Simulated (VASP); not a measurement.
# Sb (R-3m) in VASP: a series of runs

Runs on Sb. Level: PBE. Tasks: relaxation of shape and atoms at fixed volume.

All numbers are computed with VASP 6.6.1; they aren't measurements. Logs are shortened: lines on timing, memory, paths and dates and some standing lists are left out, and cuts for length are marked.

## 1. The cell of the first run

The typed cell holds 1 atom: a = 3.171 Å, b = 3.171 Å, c = 3.171 Å, α = 90.03°, β = 90.03°, γ = 90.03°.

This isn't the form of Sb at room conditions, which is rhombohedral.

## 2. Relaxation of shape and atoms at fixed volume, PBE (31.87 Å³/atom)

Input file INCAR:

```
PREC = Accurate ; ENCUT = 600
EDIFF = 1E-6 ; ISMEAR = 0
SIGMA = 0.1 ; LREAL = F
LASPH = T ; NELM = 60
ALGO = Normal ; ISIF = 4
LWAVE = F ; LCHARG = F
GGA = PE ; IBRION = 2
NSW = 50 ; EDIFFG = -0.01
```

Input file KPOINTS:

```
Automatic mesh
0
Gamma
  18 18 18
```

Input file POSCAR:

```
Sb
1.0
    2.2425716473      1.2947493442      1.8295339263
   -2.2425716473      1.2947493442      1.8295339263
    0.0000000000     -2.5894986885      1.8295339263
Sb
1
Direct
    0.5000000000      0.5000000000      0.5000000000
```

Potentials or basis: VASP PAW PBE potentials, release 64 (Sb).

Command:

```bash
> cat potpaw_PBE.64/Sb/POTCAR > POTCAR
> mpirun -np 1 vasp_std > vasp.out
```

OUTCAR:

```text
PREC = Accurate
   ENCUT = 600
   EDIFF = 1E-6
   ISMEAR = 0
   LREAL = F
   LASPH = T
   NELM = 60
   ISIF = 4
   GGA = PE
   IBRION = 2
   NSW = 50
   EDIFFG = -0.01

 ion  position               nearest neighbor table
   1  0.500  0.500  0.500-

  LATTYP: Found a trigonal (rhomboedric) cell.
 ALAT       =     3.1705989726
 COS(alpha) =    -0.0005528209

  Lattice vectors:

 A1 = (   2.2425716473,   1.2947493442,   1.8295339263)
 A2 = (  -2.2425716473,   1.2947493442,   1.8295339263)
 A3 = (   0.0000000000,  -2.5894986885,   1.8295339263)

Analysis of symmetry for initial positions (statically):
=====================================================================
 Subroutine PRICEL returns:
 Original cell was already a primitive cell.

 Routine SETGRP: Setting up the symmetry group for a
 trigonal (rhombohedral) supercell.

 Subroutine GETGRP returns: Found 12 space group operations
 (whereof 12 operations were pure point group operations)
 out of a pool of 12 trial point group operations.

The static configuration has the point symmetry D_3d.

Analysis of symmetry for dynamics (positions and initial velocities):
=====================================================================
 Subroutine PRICEL returns:
 Original cell was already a primitive cell.

 Routine SETGRP: Setting up the symmetry group for a
 trigonal (rhombohedral) supercell.

 Subroutine GETGRP returns: Found 12 space group operations
 (whereof 12 operations were pure point group operations)
 out of a pool of 12 trial point group operations.

The dynamic configuration has the point symmetry D_3d.

 Subroutine INISYM returns: Found 12 space group operations
 (whereof 12 operations are pure point group operations),
 and found     1 'primitive' translations

----------------------------------------------------------------------------------------

                                     Primitive cell

  volume of cell :      31.8731

  direct lattice vectors                    reciprocal lattice vectors
     2.242571647  1.294749344  1.829533926     0.222958317  0.128725044  0.182195765
    -2.242571647  1.294749344  1.829533926    -0.222958317  0.128725044  0.182195765
     0.000000000 -2.589498688  1.829533926     0.000000000 -0.257450089  0.182195765

  length of vectors
     3.170598973  3.170598973  3.170598973     0.315397915  0.315397915  0.315397915

  position of ions in fractional coordinates (direct lattice)
     0.500000000  0.500000000  0.500000000

  ion indices of the primitive-cell ions
   primitive index   ion index
                 1           1

----------------------------------------------------------------------------------------

 KPOINTS: Automatic mesh

Automatic generation of k-mesh.
 Grid dimensions read from file:
 generate k-points for:   18   18   18

 Generating k-lattice:

  Cartesian coordinates                     Fractional coordinates (reciprocal lattice)
     0.012386573  0.007151391  0.010121987     0.055555556  0.000000000  0.000000000
    -0.012386573  0.007151391  0.010121987     0.000000000  0.055555556  0.000000000
     0.000000000 -0.014302783  0.010121987     0.000000000  0.000000000  0.055555556

  Length of vectors
     0.017522106  0.017522106  0.017522106

  Shift w.r.t. Gamma in fractional coordinates (k-lattice)
     0.000000000  0.000000000  0.000000000

 Subroutine IBZKPT returns following result:
 ===========================================

 Found    580 irreducible k-points:

 Following reciprocal coordinates:
            Coordinates               Weight
  0.000000  0.000000  0.000000      1.000000
  0.055556 -0.000000  0.000000      6.000000
  0.111111 -0.000000  0.000000      6.000000
  0.166667  0.000000  0.000000      6.000000
  0.222222  0.000000  0.000000      6.000000
  0.277778 -0.000000 -0.000000      6.000000
[... 16 lines left out ...]
 -0.277778  0.055556  0.000000     12.000000
 -0.222222  0.055556 -0.000000     12.000000
 [... further k-points ...]
   k-points           NKPTS =    580   k-points in BZ     NKDIM =    580   number of bands    NBANDS=      6
   number of dos      NEDOS =    301   number of ions     NIONS =      1
   total plane-waves  NPLWV =  21952
   dimension x,y,z NGX =    28 NGY =   28 NGZ =   28
   dimension x,y,z NGXF=    56 NGYF=   56 NGZF=   56
   ions per type =               1
   NGX,Y,Z   is equivalent  to a cutoff of  14.68, 14.68, 14.68 a.u.
   NGXF,Y,Z  is equivalent  to a cutoff of  29.36, 29.36, 29.36 a.u.
 SYSTEM =  unknown system
   PREC   = accura    normal or accurate (medium, high low for compatibility)
   ISTART =      0    job   : 0-new  1-cont  2-samecut
   ICHARG =      2    charge: 1-file 2-atom 10-const
   ISPIN  =      1    spin polarized calculation?
   LNONCOLLINEAR =      F non collinear calculations
   LSORBIT =      F    spin-orbit coupling
   LASPH  =      T    aspherical Exc in radial PAW
   ENCUT  =  600.0 eV  44.10 Ry    6.64 a.u.   6.33  6.33  6.33*2*pi/ulx,y,z
   NELM   =     60;   NELMIN=  2; NELMDL= -5     # of ELM steps
   EDIFF  = 0.1E-05   stopping-criterion for ELM
   LREAL  =      F    real-space projection
   EDIFFG = -.1E-01   stopping-criterion for IOM
   NSW    =     50    number of steps for IOM
   IBRION =      2    ionic relax: 0-MD 1-quasi-New 2-CG
   NFREE  =      1    steps in history (QN), initial steepest desc. (CG)
   ISIF   =      4    stress and relaxation
   ISYM   =      2    0-nonsym 1-usesym 2-fastsym
   POTIM  = 0.5000    time-step for ionic-motion
   TEBEG  =    0.0;   TEEND  =   0.0 temperature during run
   PSTRESS=    0.0 pullay stress
   NELECT =       5.0000    total number of electrons
   NUPDOWN=      -1.0000    fix difference up-down
   EMIN   =  10.00;   EMAX   =-10.00  energy-range for DOS
   EFERMI =   0.00;   METHOD = LEGACY
   ISMEAR =     0;   SIGMA  =   0.10  broadening in eV -4-tet -1-fermi 0-gaus
   EFERMI_NEDOS =   21; number of points for ismear=-14 and -15
   IALGO  =     38    algorithm
   IMIX   =      4    mixing-type and parameters
     AMIX     =   0.40;   BMIX     =  1.00
     AMIX_MAG =   1.60;   BMIX_MAG =  1.00
  volume/ion in A,a.u.               =      31.87       215.09
  Fermi-wavevector in a.u.,A,eV,Ry     =   0.882925  1.668485 10.606500  0.779556
  Thomas-Fermi vector in A             =   2.003622
   LORBIT       =      0    0 simple, 1 ext, 2 COOP (PROOUT), +10 PAW based schemes
   GGA     = PE    functional components
   LHFCALC =     F    Hartree Fock is set to
   AEXX    =    0.0000 exact exchange contribution
   IVDW    =     0    specifies the selected vdW correction
   LEPSILON=     F    determine dielectric tensor
   LRPA    =     F    only Hartree local field effects (RPA)
 conjugate gradient relaxation of ions
 non-spin polarized calculation
 Gauss-broadening in eV      SIGMA  =   0.10
  energy-cutoff  :      600.00
  volume of cell :       31.87
 maximum number of plane-waves:      1081
 NGX is ok and might be reduce to    28
   NGX = 13   NGY = 13   NGZ = 13

 number of electron       5.0000000 magnetization

 Free energy of the ion-electron system (eV)
  ---------------------------------------------------
  ext. energy  EPLUGINS =         0.00000000
  ---------------------------------------------------
  free energy    TOTEN  =        -4.07678657 eV

  energy without entropy =       -4.07433143  energy(sigma->0) =       -4.07555900

 E-fermi :   6.3461     XC(G=0):  -9.3435

 val. band max:        6.3397432423   @ k =  -0.3333   0.4444   0.3333
 cond. band min:       6.3837970141   @ k =   0.4444   0.2778   0.2222
 fundamental gap:      0.0440537718
 Fermi energy:         6.3461221177

 k-point     1 :       0.0000    0.0000    0.0000
  band No.  band energies     occupation
      1      -5.5696      2.00000
      2       9.4224      0.00000
      3       9.4262      0.00000
      4       9.4262      0.00000
      5      13.1855      0.00000
      6      13.1855      0.00000

 k-point     2 :       0.0556   -0.0000    0.0000
  band No.  band energies     occupation
      1      -5.5280      2.00000
      2       8.8592      0.00000
      3       9.4641      0.00000
      4       9.4666      0.00000
      5      13.2199      0.00000
      6      13.5497      0.00000

 k-point     3 :       0.1111   -0.0000    0.0000
  band No.  band energies     occupation
      1      -5.4037      2.00000
      2       7.6897      0.00000
      3       9.5835      0.00000
      4       9.5860      0.00000
      5      13.3225      0.00000
      6      13.8939      0.00000

 k-point     4 :       0.1667    0.0000    0.0000
  band No.  band energies     occupation
      1      -5.1995      2.00000
      2       6.3932      0.50545
      3       9.7758      0.00000
      4       9.7783      0.00000
      5      13.4920      0.00000
      6      14.1393      0.00000

 k-point     5 :       0.2222    0.0000    0.0000
  band No.  band energies     occupation
      1      -4.9212      2.00000
      2       5.1220      2.00000
      3      10.0300      0.00000
      4      10.0326      0.00000
      5      13.7255      0.00000
      6      14.4257      0.00000
[... 136 lines left out ...]
 k-point    21 :      -0.3889    0.0556    0.0000
  band No.  band energies     occupation
      1      -3.7720      2.00000
      2       2.0560      2.00000
      3      10.4141      0.00000
      4      10.9743      0.00000
      5      14.9792      0.00000
      6      15.7601      0.00000

 k-point    22 :      -0.3333    0.0556    0.0000
  band No.  band energies     occupation
      1      -4.1551      2.00000
      2       2.9249      2.00000
      3      10.1078      0.00000
      4      10.6847      0.00000
      5      14.6112      0.00000
      6      15.4629      0.00000

 k-point    23 :      -0.2778    0.0556    0.0000
  band No.  band energies     occupation
      1      -4.5382      2.00000
      2       3.9784      2.00000
      3       9.7810      0.00000
      4      10.3701      0.00000
      5      14.2631      0.00000
      6      15.1249      0.00000

 k-point    24 :      -0.2222    0.0556   -0.0000
  band No.  band energies     occupation
      1      -4.8795      2.00000
      2       5.1627      2.00000
      3       9.4753      0.00000
      4      10.0718      0.00000
      5      13.9629      0.00000
      6      14.8154      0.00000

 [... further k-points ...]

------------------------ aborting loop because EDIFF is reached ----------------------------------------

  FORCE on cell =-STRESS in cart. coord.  units (eV):
  Direction    XX          YY          ZZ          XY          YZ          ZX
  --------------------------------------------------------------------------------------
  -------------------------------------------------------------------------------------
  Total       -0.5669171     -0.5669171     -0.5621318      0.0000000      0.0000000      0.0000000
  in kB      -28.4974752    -28.4974752    -28.2569319      0.0000000      0.0000000      0.0000000
  external PRESSURE =     -28.4172941 kB  Pullay stress =       0.0000000 kB

 VOLUME and BASIS-vectors are now :
 -----------------------------------------------------------------------------
  energy-cutoff  :      600.00
  volume of cell :       31.87
      direct lattice vectors                 reciprocal lattice vectors
     2.242571647  1.294749344  1.829533926     0.222958317  0.128725044  0.182195765
    -2.242571647  1.294749344  1.829533926    -0.222958317  0.128725044  0.182195765
     0.000000000 -2.589498688  1.829533926     0.000000000 -0.257450089  0.182195765

 POSITION                                       TOTAL-FORCE (eV/Angst)
 -----------------------------------------------------------------------------------
      0.00000     -0.00000      2.74430         0.000000      0.000000      0.000000
 -----------------------------------------------------------------------------------
    total drift:                               -0.000000     -0.000000      0.000000

  FREE ENERGIE OF THE ION-ELECTRON SYSTEM (eV)
  ---------------------------------------------------
  free  energy   TOTEN  =        -4.0767865687 eV

  energy  without entropy=       -4.0743314322  energy(sigma->0) =       -4.07555900

 reached required accuracy - stopping structural energy minimisation
```

Wall time 4.3 min (1 thread of AMD EPYC, shared host); peak memory 0.25 GiB.

What came out:

```yaml
Free_energy: -4.0768 eV
Pressure_after_relaxing: -2.8 GPa
Band_gap_on_the_k_mesh: zero (an odd number of electrons rules out a gap without spin polarisation)
```

Final structure:
```
Sb
1.0
     2.24257    1.29475    1.82953
    -2.24257    1.29475    1.82953
     0.00000   -2.58950    1.82953
Sb
1
Direct
  0.50000 0.50000 0.50000
```

Levels at points of the mesh, in eV from the Fermi level:
```tsv
k point	band 1	band 2	band 3	band 4	band 5	band 6
(0.00, 0.00, 0.00)	-11.92	3.08	3.08	3.08	6.84	6.84
(0.50, 0.00, 0.00)	-9.73	-5.15	4.87	4.88	8.80	10.40
(0.50, 0.50, 0.00)	-7.44	-3.27	-3.26	2.40	6.67	12.29
(0.50, 0.50, 0.50)	-4.92	-1.51	-1.51	-1.50	4.90	4.90
```

Caveat: the relaxation stopped at its first step, so nothing moved; spin-orbit coupling is left out, which moves the levels of the heavy elements.

## 3. Relaxation of shape and atoms at fixed volume, PBE (33.08 Å³/atom)

This run uses another cell than the first one, of 33.08 Å³/atom.

Input file INCAR:

```
SYSTEM = Sb
  PREC = Accurate
  ENCUT = 600
  EDIFF = 1E-7
  ISMEAR = 0
  SIGMA = 0.1
  LREAL = .FALSE.
  LASPH = .TRUE.
  NELM = 60
  ALGO = Normal
  ISIF = 4
  LWAVE = .FALSE.
  LCHARG = .FALSE.
  GGA = PE
  IBRION = 2
  NSW = 50
  EDIFFG = -0.01
```

Input file KPOINTS:

```
regular mesh
0
G
  18 18 18
  0 0 0
```

Input file POSCAR:

```
Sb
1.0
    2.2704325290      1.3108348318      1.8522633799
   -2.2704325290      1.3108348318      1.8522633799
    0.0000000000     -2.6216696636      1.8522633799
Sb
1
Direct
    0.5000000000      0.5000000000      0.5000000000
```

Potentials or basis: VASP PAW PBE potentials, release 64 (Sb).

Command:

```bash
> cat potpaw_PBE.64/Sb/POTCAR > POTCAR
> mpirun -np 1 vasp_std > vasp.out
```

It took 5.6 min on 1 thread of AMD EPYC, shared host; peak memory 0.26 GiB.

The run converged. Its results:

```yaml
Free_energy: -4.0500 eV
Pressure_after_relaxing: -4.2 GPa
Band_gap_on_the_k_mesh: zero (an odd number of electrons rules out a gap without spin polarisation)
```

Final structure:
```yaml
crystal:
  lattice:
    - [2.27043, 1.31083, 1.85226]
    - [-2.27043, 1.31083, 1.85226]
    - [0.00000, -2.62167, 1.85226]
  atoms:
    - { symbol: Sb, position: [0.50000, 0.50000, 0.50000] }
```

Levels at points of the mesh, in eV from the Fermi level:
| k point | band 1 | band 2 | band 3 | band 4 | band 5 | band 6 |
| --- | --- | --- | --- | --- | --- | --- |
| (0.00, 0.00, 0.00) | -11.65 | 2.99 | 3.00 | 3.00 | 6.82 | 6.82 |
| (0.50, 0.00, 0.00) | -9.59 | -4.90 | 4.68 | 4.69 | 8.71 | 10.31 |
| (0.50, 0.50, 0.00) | -7.44 | -3.10 | -3.10 | 2.55 | 6.36 | 12.02 |
| (0.50, 0.50, 0.50) | -5.10 | -1.43 | -1.43 | -1.42 | 4.97 | 4.97 |

Caveat: the relaxation stopped at its first step, so nothing moved; spin-orbit coupling is left out, which moves the levels of the heavy elements.
